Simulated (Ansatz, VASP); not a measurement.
## In: VASP beside Ansatz

```
CELL_PARAMETERS angstrom
0.00000 2.42579 2.42579
2.42579 0.00000 2.42579
2.42579 2.42579 0.00000
ATOMIC_POSITIONS crystal
In 0.00000 0.00000 0.00000
```

Alike in both runs: task single point; functional PBE; k mesh 19 × 19 × 19; occupations fermi-dirac, width 0.1 eV; no spin polarisation.

|  | VASP | Ansatz |
| --- | --- | --- |
| version | VASP 6.6.1 | Ansatz 0.2.0 |
| potentials or method | VASP PAW PBE potentials, release 64 (In_d), cutoff 520 eV | plane waves (420 eV) with PAW, scalar-relativistic |
| valence electrons in the cell | 13 | 13 |

|  | VASP | Ansatz | Ansatz less VASP |
| --- | --- | --- | --- |
| pressure (GPa) | -1.2 | -1.2 | +0.04 |
